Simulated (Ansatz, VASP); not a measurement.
**S in VASP and in Ansatz**

```
S
1.0
    -1.67936    1.67936    2.55490
     1.67936   -1.67936    2.55490
     1.67936    1.67936   -2.55490
S
1
Direct
  0.00000 0.00000 0.00000
```

Alike in both runs: task single point; functional r2SCAN; k mesh 8 × 8 × 8; occupations gaussian, width 0.1 eV; no spin polarisation.

|  | VASP | Ansatz |
| --- | --- | --- |
| version | VASP 6.6.1 | Ansatz 0.2.0 |
| potentials or method | VASP PAW PBE potentials, release 64 (S), cutoff 520 eV | scalar-relativistic, plane waves, PAW |
| valence electrons in the cell | 6 | 6 |

|  | VASP | Ansatz | Ansatz less VASP |
| --- | --- | --- | --- |
| gap on the k mesh at the Fermi level (eV) | none | none | - |
| pressure (GPa) | -12.7 | -12.7 | +0.04 |
| traceless stress, the component that is largest in VASP (GPa) | 2.57 | 2.57 | +0.001 |

VASP's potentials were made for PBE, not for r2SCAN. A gap of «none» marks a metal or a gap that the smearing closes.
